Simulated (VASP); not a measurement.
Set up this calculation in VASP 6.6.1, as the native input.

- Task: density of states
- Functional: LDA
- Potentials or basis: VASP PAW LDA potentials, release 64 (Zn, S)
- Cutoff: 400 eV
- k mesh: 16 × 16 × 16
- Occupations: fermi-dirac, width 0.08 eV
- Spin: no spin polarisation
- Dipole correction: no
- k mesh for the DOS: 24 × 24 × 24
- Occupations for the DOS: tetrahedron
- Further INCAR settings: ALGO = Normal; EDIFF = 1e-06; NBANDS = 16

Crystal: ZnS (rocksalt type).

```xyz
2
Lattice="0.0000 2.4832 2.4832 2.4832 0.0000 2.4832 2.4832 2.4832 0.0000" Properties=species:S:1:pos:R:3 pbc="T T T"
Zn    0.0000    0.0000    0.0000
S     2.4832    2.4832    2.4832
```

One way to write it, as run:

POSCAR

```
ZnS
1.0
    0.0000000000      2.4832497089      2.4832497089
    2.4832497089      0.0000000000      2.4832497089
    2.4832497089      2.4832497089      0.0000000000
Zn S
1 1
Direct
    0.0000000000      0.0000000000      0.0000000000
    0.5000000000      0.5000000000      0.5000000000
```

INCAR.step1

```
ALGO     = Normal         # electronic algorithm
EDIFF    = 1E-6           # SCF threshold, eV
ENCUT    = 400            # plane-wave cutoff, eV
GGA_COMPAT= F            
ISIF     = 2              # what is computed and relaxed
ISMEAR   = -1             # smearing method
LASPH    = T              # aspherical terms in the spheres
LCHARG   = T              # write CHGCAR
LORBIT   = 11             # projections on sites
LREAL    = F              # projectors in reciprocal space
LWAVE    = F              # write WAVECAR
NBANDS   = 16             # bands
NEDOS    = 2001           # points of the DOS
NELM     = 120            # most SCF steps
PREC     = Accurate       # precision mode
SIGMA    = 0.08           # smearing width, eV
```

KPOINTS.step1

```
k-points
0
Gamma
  16 16 16
```

INCAR.step2

```
ALGO     = Normal         # electronic algorithm
EDIFF    = 1E-6           # SCF threshold, eV
ENCUT    = 400            # plane-wave cutoff, eV
GGA_COMPAT= F            
ICHARG   = 11             # starting density
ISIF     = 2              # what is computed and relaxed
ISMEAR   = -5             # smearing method
LASPH    = T              # aspherical terms in the spheres
LCHARG   = F              # write CHGCAR
LORBIT   = 11             # projections on sites
LREAL    = F              # projectors in reciprocal space
LWAVE    = F              # write WAVECAR
NBANDS   = 16             # bands
NEDOS    = 1001           # points of the DOS
NELM     = 120            # most SCF steps
PREC     = Accurate       # precision mode
SIGMA    = 0.08           # smearing width, eV
```

KPOINTS.step2

```
k-points
0
Gamma
  24 24 24
```

Potentials or basis: VASP PAW LDA potentials, release 64 (Zn, S).

The run is started by

```bash
$ cat potpaw_LDA.64/Zn/POTCAR potpaw_LDA.64/S/POTCAR > POTCAR
$ cp INCAR.step1 INCAR
$ cp KPOINTS.step1 KPOINTS
$ mpirun -np 1 vasp_std > vasp.out
$ cp INCAR.step2 INCAR
$ cp KPOINTS.step2 KPOINTS
$ mpirun -np 1 vasp_std > vasp.out
```

Results of the run:

```yaml
Valence_electrons_inside_the_program's_atomic_spheres: Zn 10.73; S 3.74
```

Wall time 59 s on 1 thread of Intel Xeon 6975P-C (shared host), peak memory 0.24 GiB.
